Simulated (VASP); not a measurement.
LiH, 2 atoms in the cell. It takes space group Fm-3m (No. 225, cubic). The conventional cell has a = 3.997 Å, b = 3.997 Å, c = 3.997 Å, α = 90.00°, β = 90.00°, γ = 90.00°. Within 2.6 Å of Li (site symmetry m-3m) lie 6 H at 2.00 Å. H (site symmetry m-3m) has 6 Li at 2.00 Å within 2.6 Å. 

* Program: VASP 6.6.1
* Task: single point
* Functional: HSE06
* Potentials or basis: VASP PAW PBE potentials, release 64 (Li_sv, H)
* Cutoff: 520 eV
* k mesh: 6 × 6 × 6
* Occupations: gaussian, width 0.01 eV
* Spin: no spin polarisation
* Dipole correction: no
* Grid for exact exchange (PRECFOCK): Normal
* Further INCAR settings: ALGO = Normal; EDIFF = 1e-07; NBANDS = 9
* Screening parameter: 0.2079 1/Å

Potentials or basis: VASP PAW PBE potentials, release 64 (Li_sv, H).

Launch:

```bash
$ cat potpaw_PBE.64/Li_sv/POTCAR potpaw_PBE.64/H/POTCAR > POTCAR
$ cp INCAR.step1 INCAR
$ mpirun -np 1 vasp_std > vasp.out
$ cp INCAR.step2 INCAR
$ mpirun -np 1 vasp_std > vasp.out
```

Hardware: 1 thread of Intel(R) Xeon(R) Platinum 8488C (Sapphire Rapids) (shared host).

Estimate the wall time of this run.

It took 42 s on 1 thread of Intel(R) Xeon(R) Platinum 8488C (Sapphire Rapids) (shared host), peak memory 0.23 GiB. Counts: k points 16.
